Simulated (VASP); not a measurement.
Nd2AlAs3, 6 atoms in the cell. Symmetry: P6mm, No. 183, hexagonal system. Conventional cell: a = 6.115 Å, b = 6.115 Å, c = 4.516 Å, α = 90.00°, β = 90.00°, γ = 120.00°. Within 3.8 Å of Nd (site symmetry 3m) lie 6 As at 2.86 to 2.87 Å and 3 Nd at 3.53 Å and 3 Al at 3.79 Å. Within 4.2 Å of Al (site symmetry 6mm) lie 6 As at 3.18 Å and 6 Nd at 3.79 Å. Within 3.8 Å of As (site symmetry 2mm) lie 4 Nd at 2.86 to 2.87 Å and 4 As at 3.06 Å and 2 Al at 3.18 Å. 

```yaml
Program: VASP 6.6.1
Task: single point
Functional: PBE
Potentials_or_basis: VASP PAW PBE potentials, release 64 (Nd, Al, As)
Cutoff: 520 eV
k_mesh: 3 × 3 × 4
Occupations: gaussian, width 0.1 eV
Spin: no spin polarisation
Dipole_correction: no
Further_INCAR_settings: ALGO = Normal; EDIFF = 1e-07; NBANDS = 32
```

Potentials or basis: VASP PAW PBE potentials, release 64 (Nd, Al, As).

Launch:

```console
$ cat potpaw_PBE.64/Nd/POTCAR potpaw_PBE.64/Al/POTCAR potpaw_PBE.64/As/POTCAR > POTCAR
$ mpirun -np 1 vasp_std > vasp.out
```

Hardware: 1 thread of Intel(R) Xeon(R) Platinum 8259CL CPU @ 2.50GHz (Skylake/Cascade Lake), with other jobs on the host.

Q: How long does it take, and how much memory?

A: Run time: 2.9 min on 1 thread of Intel(R) Xeon(R) Platinum 8259CL CPU @ 2.50GHz (Skylake/Cascade Lake) (shared host), peak memory 0.3 GiB. Counts: scf iterations 28, k points 9.
